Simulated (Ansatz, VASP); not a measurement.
## AlN: VASP beside Ansatz

POSCAR

```
AlN
1.0
    0.0000000000      2.1848764208      2.1848764208
    2.1848764208      0.0000000000      2.1848764208
    2.1848764208      2.1848764208      0.0000000000
Al N
1 1
Direct
    0.0000000000      0.0000000000      0.0000000000
    0.2500000000      0.2500000000      0.2500000000
```

The input INCAR.step1:

```
ALGO = Normal
EDIFF = 1E-5
ENCUT = 520
GGA = PE
ISIF = 2
ISMEAR = 0
LASPH = T
LCHARG = F
LREAL = F
LWAVE = T
NBANDS = 11
NELM = 100
PREC = Accurate
SIGMA = 0.01
```

File INCAR.step2:

```
AEXX = 0.1
ALGO = Normal
EDIFF = 1E-6
ENCUT = 520
GGA = PE
HFSCREEN = 0.5
ISIF = 2
ISMEAR = 0
ISTART = 1
LASPH = T
LCHARG = F
LHFCALC = T
LREAL = F
LWAVE = F
NBANDS = 11
NELM = 100
PREC = Accurate
PRECFOCK = Normal
SIGMA = 0.01
```

KPOINTS

```
k-points
0
Gamma
  4 4 4
```

Input for Ansatz:

```yaml
crystal:
  lattice:
    - [0.0, 2.1848764208, 2.1848764208]
    - [2.1848764208, 0.0, 2.1848764208]
    - [2.1848764208, 2.1848764208, 0.0]
  atoms:
    - { symbol: Al, position: [0.0, 0.0, 0.0] }
    - { symbol: "N", position: [0.25, 0.25, 0.25] }
kpoints:
  mp_grid: { grid: [4, 4, 4] }
hamiltonian:
  xc: { exchange: pbe, correlation: pbe, exx: { coeff: 0.1, omega: 0.5 } }
scf:
  occupations: { method: fixed }
  n_extra_bands: 4
output:
  forces: true
  stress: true
  eigenvalues: true
```

Alike in both runs: task single point; functional PBE-based screened hybrid; k mesh 4 × 4 × 4; no spin polarisation.

```csv
,VASP,Ansatz
version,VASP 6.6.1,Ansatz 0.2.0
potentials or method,"VASP PAW PBE potentials, release 64 (Al, N)",plane waves
plane-wave cutoff (eV),520,420
occupations,"gaussian, width 0.01 eV",fixed
valence electrons in the cell,8,8
```

|  | VASP | Ansatz | Ansatz less VASP |
| --- | --- | --- | --- |
| gap on the k mesh at the Fermi level (eV) | 3.56 | 3.56 | +0.006 |
| pressure (GPa) | 2.7 | 2.9 | +0.19 |

VASP's potentials were made for PBE, not for PBE-based screened hybrid. Ansatz's warnings: stress exchange threshold loose, stress scf threshold loose.

The k mesh is coarse, so the values compare programs but aren't converged.
